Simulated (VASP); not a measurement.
Set up this calculation in VASP 6.6.1, as the native input.

```yaml
Task: single point
Functional: r2SCAN
Potentials_or_basis: VASP PAW PBE potentials, release 64 (K_sv, F, Pt, Be)
Cutoff: 520 eV
k_mesh: 6 × 6 × 6
Occupations: tetrahedron
Spin: no spin polarisation
Dipole_correction: no
Further_INCAR_settings: ALGO = Normal; EDIFF = 1e-06; NBANDS = 47
```

The system is K2BePtF6.

```
K F Pt Be
1.0
     0.00000    4.03893    4.03893
     4.03893    0.00000    4.03893
     4.03893    4.03893    0.00000
K F Pt Be
2 6 1 1
Direct
  0.25000 0.25000 0.25000
  0.75000 0.75000 0.75000
  0.76200 0.23800 0.23800
  0.23800 0.76200 0.23800
  0.23800 0.76200 0.76200
  0.76200 0.23800 0.76200
  0.23800 0.23800 0.76200
  0.76200 0.76200 0.23800
  0.00000 0.00000 0.00000
  0.50000 0.50000 0.50000
```

One way to write it, as run:

POSCAR

```
K2BePtF6
1.0
    0.0000000000      4.0389340000      4.0389340000
    4.0389340000      0.0000000000      4.0389340000
    4.0389340000      4.0389340000      0.0000000000
K F Pt Be
2 6 1 1
Direct
    0.2500000000      0.2500000000      0.2500000000
    0.7500000000      0.7500000000      0.7500000000
    0.7620000000      0.2380000000      0.2380000000
    0.2380000000      0.7620000000      0.2380000000
    0.2380000000      0.7620000000      0.7620000000
    0.7620000000      0.2380000000      0.7620000000
    0.2380000000      0.2380000000      0.7620000000
    0.7620000000      0.7620000000      0.2380000000
    0.0000000000      0.0000000000      0.0000000000
    0.5000000000      0.5000000000      0.5000000000
```

INCAR.step1

```
SYSTEM = K2BePtF6
ALGO = Normal
EDIFF = 1E-4
ENCUT = 520
GGA = PE
ISMEAR = -5
LASPH = .TRUE.
LCHARG = .FALSE.
LREAL = .FALSE.
LWAVE = .TRUE.
NBANDS = 47
NELM = 60
PREC = Accurate
SIGMA = 0.1
```

INCAR.step2

```
SYSTEM = K2BePtF6
ALGO = Normal
EDIFF = 1E-6
ENCUT = 520
ISIF = 2
ISMEAR = -5
ISTART = 1
LASPH = .TRUE.
LCHARG = .FALSE.
LMIXTAU = .TRUE.
LREAL = .FALSE.
LWAVE = .FALSE.
METAGGA = R2SCAN
NBANDS = 47
NELM = 60
PREC = Accurate
SIGMA = 0.1
```

KPOINTS

```
k-points
0
G
  6 6 6
  0 0 0
```

Potentials or basis: VASP PAW PBE potentials, release 64 (K_sv, F, Pt, Be).

Run with:

```console
$ cat potpaw_PBE.64/K_sv/POTCAR potpaw_PBE.64/F/POTCAR potpaw_PBE.64/Pt/POTCAR potpaw_PBE.64/Be/POTCAR > POTCAR
$ cp INCAR.step1 INCAR
$ mpirun -np 1 vasp_std > vasp.out
$ cp INCAR.step2 INCAR
$ mpirun -np 1 vasp_std > vasp.out
```

Results of the run:

| Property | Result |
| --- | --- |
| Pressure | 17.3 GPa |
| Largest force | 5.354 eV/Å |
| Band gap on the k mesh | zero (bands 36 and 37 overlap by 0.14 eV) |

Caveat: the cell stands under pressure; the PAW data sets were made with another functional, which shifts forces and pressure a little; spin-orbit coupling is left out, which moves the levels of the heavy elements; tetrahedron occupations give inexact forces and stress in metals.

Run time: 7.1 min on 1 thread of Intel(R) Xeon(R) Platinum 8259CL CPU @ 2.50GHz (Skylake/Cascade Lake), on a shared host, peak memory 0.34 GiB.
